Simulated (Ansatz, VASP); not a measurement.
# C in VASP and in Ansatz

Contents of INCAR:

```
ALGO = Normal
EDIFF = 1E-7
ENCUT = 520
ISIF = 2
ISMEAR = 0
LASPH = True
LCHARG = True
LELF = True
LREAL = False
LVHAR = True
LWAVE = False
NBANDS = 36
NELM = 100
PREC = Accurate
SIGMA = 0.05
```

The input KPOINTS:

```
k-points
0
Gamma
  12 12 2
```

POSCAR

```
C
1.0
    2.6084000000      0.0000000000      0.0000000000
   -1.3042000000      2.2589406632      0.0000000000
    0.0000000000      0.0000000000     12.2917957867
C
12
Direct
    0.0000000000      0.0000000000      0.1868599868
    0.0000000000      0.0000000000      0.6868599868
    0.0000000000      0.0000000000      0.3131400132
    0.0000000000      0.0000000000      0.8131400132
    0.3333333333      0.6666666667      0.5207718743
    0.6666666667      0.3333333333      0.0207718743
    0.3333333333      0.6666666667      0.9792281257
    0.6666666667      0.3333333333      0.4792281257
    0.3333333333      0.6666666667      0.6450609412
    0.6666666667      0.3333333333      0.1450609412
    0.3333333333      0.6666666667      0.8549390588
    0.6666666667      0.3333333333      0.3549390588
```

Input for Ansatz:

```yaml
crystal:
  lattice:
    - [2.6084, 0.0, 0.0]
    - [-1.3042, 2.2589406632, 0.0]
    - [0.0, 0.0, 12.2917957867]
  atoms:
    - { symbol: C, position: [0.0, 0.0, 0.1868599868] }
    - { symbol: C, position: [0.0, 0.0, 0.6868599868] }
    - { symbol: C, position: [0.0, 0.0, 0.3131400132] }
    - { symbol: C, position: [0.0, 0.0, 0.8131400132] }
    - { symbol: C, position: [0.3333333333, 0.6666666667, 0.5207718743] }
    - { symbol: C, position: [0.6666666667, 0.3333333333, 0.0207718743] }
    - { symbol: C, position: [0.3333333333, 0.6666666667, 0.9792281257] }
    - { symbol: C, position: [0.6666666667, 0.3333333333, 0.4792281257] }
    - { symbol: C, position: [0.3333333333, 0.6666666667, 0.6450609412] }
    - { symbol: C, position: [0.6666666667, 0.3333333333, 0.1450609412] }
    - { symbol: C, position: [0.3333333333, 0.6666666667, 0.8549390588] }
    - { symbol: C, position: [0.6666666667, 0.3333333333, 0.3549390588] }
basis:
  ecutwfc: 520.0
kpoints:
  mp_grid: { grid: [12, 12, 2] }
hamiltonian:
  xc: lda
  pseudopotentials: { kind: paw, azcp: { folder: soft_1 } }
scf:
  occupations: { method: gaussian, width: 0.05 }
output:
  forces: true
  stress: true
  eigenvalues: true
```

Alike in both runs: task single point; functional LDA; k mesh 12 × 12 × 2; occupations gaussian, width 0.05 eV; no spin polarisation.

|  | VASP | Ansatz |
| --- | --- | --- |
| version | VASP 6.6.1 | Ansatz 0.2.0 |
| potentials or method | VASP PAW LDA potentials, release 64 (C), cutoff 520 eV | scalar-relativistic, plane waves, PAW |
| valence electrons in the cell | 48 | 48 |

|  | VASP | Ansatz | Ansatz less VASP |
| --- | --- | --- | --- |
| gap on the k mesh at the Fermi level (eV) | 3.82 | 3.83 | +0.012 |
| least direct gap on the mesh (eV) | 4.68 | 4.69 | +0.003 |
| rms of the force components (eV/Å) | 0.062 | 0.055 | -0.0068 |

Ansatz warns that its potentials were made for another functional, while VASP's fit it. LDA's correlation is that of Perdew and Zunger in VASP and of Perdew and Wang (1992) in Ansatz. Atom by atom the forces differ by 0.008 eV/Å (rms over components).
